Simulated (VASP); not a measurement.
# AlN (Fm-3m) in VASP: further runs

The runs below take AlN through single point, with PBE+D3(BJ).

All numbers are computed with VASP 6.6.1; they aren't measurements. Logs are shortened: lines on timing, memory, paths and dates and some standing lists are left out, and cuts for length are marked.

## Step 1: The cell of the first run

It takes space group Fm-3m (No. 225, cubic). The conventional cell has a = 4.034 Å, b = 4.034 Å, c = 4.034 Å, α = 90.00°, β = 90.00°, γ = 90.00°. Al (site symmetry m-3m) has 6 N at 2.02 Å within 2.7 Å. Within 2.7 Å of N (site symmetry m-3m) lie 6 Al at 2.02 Å.

## Step 2: Single point, PBE+D3(BJ)

File INCAR:

```
  PREC = Accurate
  ENCUT = 600
  EDIFF = 1E-6
  ISMEAR = 0
  SIGMA = 0.05
  LREAL = False
  LASPH = True
  NELM = 120
  ALGO = Normal
  ISIF = 2
  LWAVE = False
  LCHARG = True
  GGA = PE
  IVDW = 12
  LELF = True
  LVHAR = True
  NBANDS = 11
  GGA_COMPAT = False
```

File KPOINTS:

```
regular mesh
0
Gamma
  10 10 10
```

File POSCAR:

```
AlN
1.0
    0.0000000000      2.0170931059      2.0170931059
    2.0170931059      0.0000000000      2.0170931059
    2.0170931059      2.0170931059      0.0000000000
Al N
1 1
Direct
    0.0000000000      0.0000000000      0.0000000000
    0.5000000000      0.5000000000      0.5000000000
```

Potentials or basis: VASP PAW PBE potentials, release 64 (Al, N).

Run with:

```
$ cat potpaw_PBE.64/Al/POTCAR potpaw_PBE.64/N/POTCAR > POTCAR
$ mpirun -np 1 vasp_std > vasp.out
```

OUTCAR:

```text
PREC = Accurate
   ENCUT = 600
   EDIFF = 1E-6
   ISMEAR = 0
   LREAL = False
   LASPH = True
   NELM = 120
   ISIF = 2
   GGA = PE
   IVDW = 12
 IVDW          = 12

 ion  position               nearest neighbor table
   1  0.000  0.000  0.000-   2 2.02   2 2.02   2 2.02   2 2.02   2 2.02   2 2.02
   2  0.500  0.500  0.500-   1 2.02   1 2.02   1 2.02   1 2.02   1 2.02   1 2.02

  LATTYP: Found a face centered cubic cell.
 ALAT       =     4.0341862118

  Lattice vectors:

 A1 = (   0.0000000000,   2.0170931059,   2.0170931059)
 A2 = (   2.0170931059,   0.0000000000,   2.0170931059)
 A3 = (   2.0170931059,   2.0170931059,   0.0000000000)

Analysis of symmetry for initial positions (statically):
=====================================================================
 Subroutine PRICEL returns:
 Original cell was already a primitive cell.

 Routine SETGRP: Setting up the symmetry group for a
 face centered cubic supercell.

 Subroutine GETGRP returns: Found 48 space group operations
 (whereof 48 operations were pure point group operations)
 out of a pool of 48 trial point group operations.

The static configuration has the point symmetry O_h .

Analysis of symmetry for dynamics (positions and initial velocities):
=====================================================================
 Subroutine PRICEL returns:
 Original cell was already a primitive cell.

 Routine SETGRP: Setting up the symmetry group for a
 face centered cubic supercell.

 Subroutine GETGRP returns: Found 48 space group operations
 (whereof 48 operations were pure point group operations)
 out of a pool of 48 trial point group operations.

The dynamic configuration has the point symmetry O_h .

 Subroutine INISYM returns: Found 48 space group operations
 (whereof 48 operations are pure point group operations),
 and found     1 'primitive' translations

----------------------------------------------------------------------------------------

                                     Primitive cell

  volume of cell :      16.4138

  direct lattice vectors                    reciprocal lattice vectors
     0.000000000  2.017093106  2.017093106    -0.247881468  0.247881468  0.247881468
     2.017093106  0.000000000  2.017093106     0.247881468 -0.247881468  0.247881468
     2.017093106  2.017093106  0.000000000     0.247881468  0.247881468 -0.247881468

  length of vectors
     2.852600427  2.852600427  2.852600427     0.429343297  0.429343297  0.429343297

  position of ions in fractional coordinates (direct lattice)
     0.000000000  0.000000000  0.000000000
     0.500000000  0.500000000  0.500000000

  ion indices of the primitive-cell ions
[... 86 lines left out ...]
   NELECT =       8.0000    total number of electrons
   NUPDOWN=      -1.0000    fix difference up-down
   EMIN   =  10.00;   EMAX   =-10.00  energy-range for DOS
   EFERMI =   0.00;   METHOD = LEGACY
   ISMEAR =     0;   SIGMA  =   0.05  broadening in eV -4-tet -1-fermi 0-gaus
   EFERMI_NEDOS =   21; number of points for ismear=-14 and -15
   IALGO  =     38    algorithm
   IMIX   =      4    mixing-type and parameters
     AMIX     =   0.40;   BMIX     =  1.00
     AMIX_MAG =   1.60;   BMIX_MAG =  1.00
  volume/ion in A,a.u.               =       8.21        55.38
  Fermi-wavevector in a.u.,A,eV,Ry     =   1.288355  2.434638 22.583748  1.659859
  Thomas-Fermi vector in A             =   2.420314
   LORBIT       =      0    0 simple, 1 ext, 2 COOP (PROOUT), +10 PAW based schemes
   GGA     = PE    functional components
   LHFCALC =     F    Hartree Fock is set to
   AEXX    =    0.0000 exact exchange contribution
   IVDW    =    12    specifies the selected vdW correction
   LEPSILON=     F    determine dielectric tensor
   LRPA    =     F    only Hartree local field effects (RPA)
 non-spin polarized calculation
 Gauss-broadening in eV      SIGMA  =   0.05
  energy-cutoff  :      600.00
  volume of cell :       16.41
 maximum number of plane-waves:       568
   NGX = 11   NGY = 11   NGZ = 11

 number of electron       7.9999999 magnetization

 Free energy of the ion-electron system (eV)
  ---------------------------------------------------
  ext. energy  EPLUGINS =         0.00000000
  ---------------------------------------------------
  free energy    TOTEN  =       -14.53831629 eV

  energy without entropy =      -14.53831629  energy(sigma->0) =      -14.53831629

 E-fermi :  10.3006     XC(G=0): -12.3170

 val. band max:       10.0509154878   @ k =   0.0000   0.0000   0.0000
 cond. band min:      14.7221803178   @ k =   0.5000   0.5000   0.0000
 fundamental gap:      4.6712648300
 Fermi energy:        10.3005900849

 k-point     1 :       0.0000    0.0000    0.0000
  band No.  band energies     occupation
      1      -7.5638      2.00000
      2      10.0509      2.00000
      3      10.0509      2.00000
      4      10.0509      2.00000
      5      15.8277      0.00000
      6      22.2400      0.00000
      7      22.2400      0.00000
      8      22.2400      0.00000
      9      27.3988      0.00000
     10      27.8901      0.00000
     11      27.8901      0.00000
[... 309 lines left out ...]
 k-point    24 :       0.4000    0.3000    0.0000
  band No.  band energies     occupation
      1      -4.5292      2.00000
      2       4.1748      2.00000
      3       7.2356      2.00000
      4       7.7557      2.00000
      5      16.2461      0.00000
      6      16.9968      0.00000
      7      22.3400      0.00000
      8      25.7425      0.00000
      9      26.5140      0.00000
     10      31.9592      0.00000
     11      34.9514      0.00000

 [... further k-points ...]

------------------------ aborting loop because EDIFF is reached ----------------------------------------

 Edisp (eV)   -0.68423

 E8    (eV) :    -0.2667

  FORCE on cell =-STRESS in cart. coord.  units (eV):
  Direction    XX          YY          ZZ          XY          YZ          ZX
  --------------------------------------------------------------------------------------
  -------------------------------------------------------------------------------------
  Total      -0.02316    -0.02316    -0.02316    -0.00000     0.00000     0.00000
  in kB      -2.26091    -2.26091    -2.26091    -0.00000     0.00000     0.00000
  external pressure =       -2.26 kB  Pullay stress =        0.00 kB

 VOLUME and BASIS-vectors are now :
 -----------------------------------------------------------------------------
  energy-cutoff  :      600.00
  volume of cell :       16.41
      direct lattice vectors                 reciprocal lattice vectors
     0.000000000  2.017093106  2.017093106    -0.247881468  0.247881468  0.247881468
     2.017093106  0.000000000  2.017093106     0.247881468 -0.247881468  0.247881468
     2.017093106  2.017093106  0.000000000     0.247881468  0.247881468 -0.247881468

 POSITION                                       TOTAL-FORCE (eV/Angst)
 -----------------------------------------------------------------------------------
      0.00000      0.00000      0.00000         0.000000      0.000000      0.000000
      2.01709      2.01709      2.01709        -0.000000     -0.000000      0.000000
 -----------------------------------------------------------------------------------
    total drift:                               -0.000000     -0.000000      0.000000

  FREE ENERGIE OF THE ION-ELECTRON SYSTEM (eV)
  ---------------------------------------------------
  free  energy   TOTEN  =       -15.2225477937 eV

  energy  without entropy=      -15.2225477937  energy(sigma->0) =      -15.22254779
```

OSZICAR:

```text
N       E                     dE             d eps       ncg     rms          rms(c)
DAV:   1     0.152488971609E+02    0.15249E+02   -0.43931E+03  1034   0.703E+02
DAV:   2    -0.153331903164E+02   -0.30582E+02   -0.29202E+02  1247   0.160E+02
DAV:   3    -0.162853330118E+02   -0.95214E+00   -0.95047E+00  1271   0.260E+01
DAV:   4    -0.162892323725E+02   -0.38994E-02   -0.38990E-02  1177   0.181E+00
DAV:   5    -0.162892665802E+02   -0.34208E-04   -0.34207E-04  1219   0.164E-01    0.761E+00
DAV:   6    -0.145587685075E+02    0.17305E+01   -0.74546E+00  1187   0.153E+01    0.268E+00
DAV:   7    -0.145438794021E+02    0.14889E-01   -0.18634E-01  1180   0.316E+00    0.177E+00
DAV:   8    -0.145385899121E+02    0.52895E-02   -0.15762E-02  1100   0.119E+00    0.333E-01
DAV:   9    -0.145382625421E+02    0.32737E-03   -0.13733E-03  1196   0.236E-01    0.152E-01
DAV:  10    -0.145383231793E+02   -0.60637E-04   -0.14642E-04  1156   0.877E-02    0.441E-02
DAV:  11    -0.145383166126E+02    0.65666E-05   -0.21311E-05  1217   0.271E-02    0.815E-03
DAV:  12    -0.145383162881E+02    0.32449E-06   -0.80289E-07   610   0.771E-03
   1 F= -.15222548E+02 E0= -.15222548E+02  d E =-.125420E-14
```

Wall time 10 s (1 thread of Intel Xeon 8259CL, shared host); peak memory 0.15 GiB.

Results:

```yaml
Free_energy: -15.2225 eV
Pressure: -0.2 GPa
Band_gap_on_the_k_mesh: 4.67 eV, indirect (least direct gap 5.78 eV)
Dispersion_energy_per_atom: -0.342 eV
```

A k mesh can miss the band edges. Expect the measured gap to be larger: semilocal functionals such as PBE lack the derivative discontinuity.

## Step 3: Single point, PBE+D3(BJ)

File INCAR:

```
  PREC = Accurate
  ENCUT = 600
  EDIFF = 1E-6
  ISMEAR = 0
  SIGMA = 0.05
  LREAL = F
  LASPH = T
  NELM = 120
  ALGO = Normal
  ISIF = 2
  LWAVE = F
  LCHARG = F
  GGA = PE
  IVDW = 12
  NBANDS = 11
  GGA_COMPAT = F
```

KPOINTS is that of step 2.

File POSCAR:

```
AlN
1.0
    0.0000000000      2.0176568274      2.0176568274
    2.0176568274      0.0000000000      2.0176568274
    2.0176568274      2.0176568274      0.0000000000
Al N
1 1
Direct
    0.0000000000      0.0000000000      0.0000000000
    0.5000000000      0.5000000000      0.5000000000
```

Potentials or basis: VASP PAW PBE potentials, release 64 (Al, N).

Run with:

```
$ cat potpaw_PBE.64/Al/POTCAR potpaw_PBE.64/N/POTCAR > POTCAR
$ mpirun -np 1 vasp_std > vasp.out
```

Run time: 10 s. Hardware: 1 thread of Intel Xeon 8259CL, shared host; peak memory 0.15 GiB.

The run converged. Its results:

```yaml
Free_energy: -15.2225 eV
Pressure: -0.4 GPa
Band_gap_on_the_k_mesh: 4.66 eV, indirect (least direct gap 5.76 eV)
Dispersion_energy_per_atom: -0.342 eV
```

Levels at points of the mesh, in eV from the valence-band top:
```tsv
k point	band 2	band 3	band 4	band 5	band 6	band 7
(0.00, 0.00, 0.00)	0.00	0.00	0.00	5.76	12.19	12.19
(0.50, 0.00, 0.00)	-8.34	-1.09	-1.09	6.17	11.05	11.05
(0.50, 0.50, 0.00)	-7.42	-2.81	-2.81	4.66	5.29	14.12
```

A k mesh can miss the band edges. PBE gaps usually lie below the measured ones, often by a third to a half.

(Continued in part 2 of 2.)
